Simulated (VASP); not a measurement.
# In2Bi2Te2S3 (P-3m1) in VASP: single point with PBEsol

Aim: the single point of In2Bi2Te2S3 with PBEsol.

Everything below comes from runs of VASP 6.6.1. Logs are shortened: lines on timing, memory, paths and dates and some standing lists are left out, and cuts for length are marked.

**1. The cell of the first run**

It takes space group P-3m1 (No. 164, trigonal). Conventional cell: a = 4.171 Å, b = 4.171 Å, c = 16.597 Å, α = 90.00°, β = 90.00°, γ = 120.00°. Within 3.9 Å of Bi (site symmetry 3m) lie 3 S at 2.96 Å and 3 Te at 2.98 Å. In (site symmetry 3m) has 6 S at 2.93 to 2.94 Å within 3.9 Å. Te (site symmetry 3m) has 3 Bi at 2.98 Å and 3 Te at 3.82 Å within 3.9 Å. Within 3.9 Å of S (site symmetry 3m) lie 3 In at 2.93 Å and 3 Bi at 2.96 Å. S (site symmetry -3m) has 6 In at 2.94 Å within 3.9 Å.

**2. Single point, PBEsol**

Contents of POSCAR:

```
In2Bi2Te2S3
1.0
    2.0855050000      3.6121980000      0.0000000000
   -2.0855050000      3.6121980000      0.0000000000
    0.0000000000      0.0000000000     16.5974210000
Bi In Te S
2 2 2 3
Direct
    0.0000000000      0.0000000000      0.1947700000
    0.0000000000      0.0000000000      0.8052300000
    0.3333300000      0.3333400000      0.6012300000
    0.6666700000      0.6666600000      0.3987700000
    0.3333300000      0.3333400000      0.9106000000
    0.6666700000      0.6666600000      0.0894000000
    0.3333300000      0.3333400000      0.2981700000
    0.6666700000      0.6666600000      0.7018300000
    0.0000000000      0.0000000000      0.5000000000
```

Contents of INCAR.step1:

```
ALGO = Normal
EDIFF = 1E-6
ENCUT = 520
GGA = PS
ISIF = 2
ISMEAR = -1
KPAR = 2
LASPH = True
LCHARG = True
LREAL = False
LWAVE = False
NBANDS = 53
NELM = 80
PREC = Accurate
SIGMA = 0.1
```

Contents of KPOINTS.step1:

```
k-points
0
Gamma
  9 9 2
```

Contents of INCAR.step2:

```
ALGO = Normal
EDIFF = 1E-6
ENCUT = 520
GGA = PS
ICHARG = 11
ISIF = 2
ISMEAR = -5
KPAR = 2
LASPH = True
LCHARG = False
LORBIT = 11
LREAL = False
LWAVE = False
NEDOS = 2001
NELM = 80
PREC = Accurate
SIGMA = 0.1
```

Contents of KPOINTS.step2:

```
k-points
0
Gamma
  14 14 3
```

Potentials or basis: VASP PAW PBE potentials, release 64 (Bi_d, In_d, Te, S).

Run with:

```sh
$ cat potpaw_PBE.64/Bi_d/POTCAR potpaw_PBE.64/In_d/POTCAR potpaw_PBE.64/Te/POTCAR potpaw_PBE.64/S/POTCAR > POTCAR
$ cp INCAR.step1 INCAR
$ cp KPOINTS.step1 KPOINTS
$ mpirun -np 2 vasp_std > vasp.out
$ cp INCAR.step2 INCAR
$ cp KPOINTS.step2 KPOINTS
$ mpirun -np 2 vasp_std > vasp.out
```

OUTCAR:

```text
EDIFF = 1E-6
   ENCUT = 520
   GGA = PS
   ICHARG = 11
   ISIF = 2
   ISMEAR = -5
   LASPH = True
   LORBIT = 11
   LREAL = False
   NELM = 80
   PREC = Accurate

 ion  position               nearest neighbor table
   1  0.000  0.000  0.195-   7 2.96   7 2.96   7 2.96   6 2.98   6 2.98   6 2.98
   2  0.000  0.000  0.805-   8 2.96   8 2.96   8 2.96   5 2.98   5 2.98   5 2.98
   3  0.333  0.333  0.601-   8 2.93   8 2.93   8 2.93   9 2.94   9 2.94   9 2.94
   4  0.667  0.667  0.399-   7 2.93   7 2.93   7 2.93   9 2.94   9 2.94   9 2.94
   5  0.333  0.333  0.911-   2 2.98   2 2.98   2 2.98
   6  0.667  0.667  0.089-   1 2.98   1 2.98   1 2.98
   7  0.333  0.333  0.298-   4 2.93   4 2.93   4 2.93   1 2.96   1 2.96   1 2.96
   8  0.667  0.667  0.702-   3 2.93   3 2.93   3 2.93   2 2.96   2 2.96   2 2.96
   9  0.000  0.000  0.500-   4 2.94   3 2.94   4 2.94   3 2.94   4 2.94   3 2.94

  LATTYP: Found a hexagonal cell.
 ALAT       =     4.1710077315
 C/A-ratio  =     3.9792352516

  Lattice vectors:

 A1 = (   2.0855050000,  -3.6121980000,   0.0000000000)
 A2 = (   2.0855050000,   3.6121980000,   0.0000000000)
 A3 = (   0.0000000000,   0.0000000000,  16.5974210000)

Analysis of symmetry for initial positions (statically):
=====================================================================
 Subroutine PRICEL returns:
 Original cell was already a primitive cell.

 Routine SETGRP: Setting up the symmetry group for a
 hexagonal supercell.

 Subroutine GETGRP returns: Found  4 space group operations
 (whereof  4 operations were pure point group operations)
 out of a pool of 24 trial point group operations.

The static configuration has the point symmetry C_2h.

Analysis of symmetry for dynamics (positions and initial velocities):
=====================================================================
 Subroutine PRICEL returns:
 Original cell was already a primitive cell.

 Routine SETGRP: Setting up the symmetry group for a
 hexagonal supercell.

 Subroutine GETGRP returns: Found  4 space group operations
 (whereof  4 operations were pure point group operations)
 out of a pool of 24 trial point group operations.

The dynamic configuration has the point symmetry C_2h.

 Subroutine INISYM returns: Found  4 space group operations
 (whereof  4 operations are pure point group operations),
 and found     1 'primitive' translations

----------------------------------------------------------------------------------------

[... 128 lines left out ...]
     AMIX_MAG =   1.60;   BMIX_MAG =  1.00
  volume/ion in A,a.u.               =      27.79       187.50
  Fermi-wavevector in a.u.,A,eV,Ry     =   1.146982  2.167481 17.899378  1.315567
  Thomas-Fermi vector in A             =   2.283664
   LORBIT       =     11    0 simple, 1 ext, 2 COOP (PROOUT), +10 PAW based schemes
   GGA     = PS    functional components
   LHFCALC =     F    Hartree Fock is set to
   AEXX    =    0.0000 exact exchange contribution
   IVDW    =     0    specifies the selected vdW correction
   LEPSILON=     F    determine dielectric tensor
   LRPA    =     F    only Hartree local field effects (RPA)
 non-spin polarized calculation
 Fermi weights with tetrahedron method with Bloechl corrections
  energy-cutoff  :      520.00
  volume of cell :      250.07
 maximum number of plane-waves:      6787

 number of electron      86.0000013 magnetization

 Free energy of the ion-electron system (eV)
  ---------------------------------------------------
  ext. energy  EPLUGINS =         0.00000000
  ---------------------------------------------------
  free energy    TOTEN  =       -37.52249044 eV

  energy without entropy =      -37.52249044  energy(sigma->0) =      -37.52249044

 E-fermi :   6.0500     XC(G=0):  -9.7354

 val. band max:        6.0795527319   @ k =   0.2857   0.1429   0.0000
 cond. band min:       6.0101388746   @ k =   0.2857  -0.4286   0.0000
 fundamental gap:     -0.0694138574
 Fermi energy:         6.0500335699

 k-point     1 :       0.0000    0.0000    0.0000
  band No.  band energies     occupation
      1     -17.1648      2.00000
      2     -17.1648      2.00000
      3     -17.1648      2.00000
      4     -17.1648      2.00000
      5     -17.1488      2.00000
      6     -17.1487      2.00000
[... 1285 lines left out ...]
     50       9.2565      0.00000
     51       9.5891      0.00000

 [... further k-points ...]

------------------------ aborting loop because EDIFF is reached ----------------------------------------

  FORCE on cell =-STRESS in cart. coord.  units (eV):
  Direction    XX          YY          ZZ          XY          YZ          ZX
  --------------------------------------------------------------------------------------
  -------------------------------------------------------------------------------------
  Total       -1.8386699     -1.8391981     -2.4941385     -0.0004598      0.0000656     -0.0001136
  in kB      -11.7804248    -11.7838091    -15.9800364     -0.0029457      0.0004200     -0.0007282
  external PRESSURE =     -13.1814234 kB  Pullay stress =       0.0000000 kB

 VOLUME and BASIS-vectors are now :
 -----------------------------------------------------------------------------
  energy-cutoff  :      520.00
  volume of cell :      250.07
      direct lattice vectors                 reciprocal lattice vectors
     2.085505000  3.612198000  0.000000000     0.239750085  0.138419876  0.000000000
    -2.085505000  3.612198000  0.000000000    -0.239750085  0.138419876  0.000000000
     0.000000000  0.000000000 16.597421000     0.000000000  0.000000000  0.060250324

 POSITION                                       TOTAL-FORCE (eV/Angst)
 -----------------------------------------------------------------------------------
      0.00000      0.00000      3.23268         0.000090     -0.000052      0.438550
      0.00000      0.00000     13.36474        -0.000090      0.000052     -0.438550
     -0.00002      2.40814      9.97887         0.000008     -0.000005     -0.277632
      0.00002      4.81625      6.61855        -0.000008      0.000005      0.277632
     -0.00002      2.40814     15.11361         0.000160     -0.000092      0.492818
      0.00002      4.81625      1.48381        -0.000160      0.000092     -0.492818
     -0.00002      2.40814      4.94885         0.000148     -0.000086      0.504380
      0.00002      4.81625     11.64857        -0.000148      0.000086     -0.504380
      0.00000      0.00000      8.29871        -0.000000      0.000000      0.000000
 -----------------------------------------------------------------------------------
    total drift:                               -0.000000      0.000000      0.000000

  FREE ENERGIE OF THE ION-ELECTRON SYSTEM (eV)
  ---------------------------------------------------
  free  energy   TOTEN  =       -37.5224904364 eV

  energy  without entropy=      -37.5224904364  energy(sigma->0) =      -37.52249044

 total charge

# of ion       s       p       d       tot
------------------------------------------
    1        1.603   1.127   9.965  12.695
    2        1.603   1.127   9.965  12.695
    3        0.953   0.355   9.877  11.186
    4        0.953   0.355   9.877  11.186
    5        1.403   1.941   0.028   3.372
    6        1.403   1.941   0.028   3.372
    7        1.357   2.277   0.000   3.634
    8        1.357   2.277   0.000   3.634
    9        1.361   2.238   0.000   3.598
--------------------------------------------------
tot         11.993  13.637  39.741  65.371
```

It took 11 min on 2 MPI ranks of Intel Xeon 6975P-C (Granite Rapids), shared host; peak memory 1.6 GiB.

Results:

```yaml
Valence_electrons_inside_the_program's_atomic_spheres: Bi 12.70; In 11.19; Te 3.37; S 3.63, 3.60 (each value once)
```

Caveat: the PAW data sets were made with another functional, which shifts forces and pressure a little; spin-orbit coupling is left out, which moves the levels of the heavy elements; this functional lacks dispersion, which binds layers or chains, so the pressure and a relaxed spacing across them are unreliable.
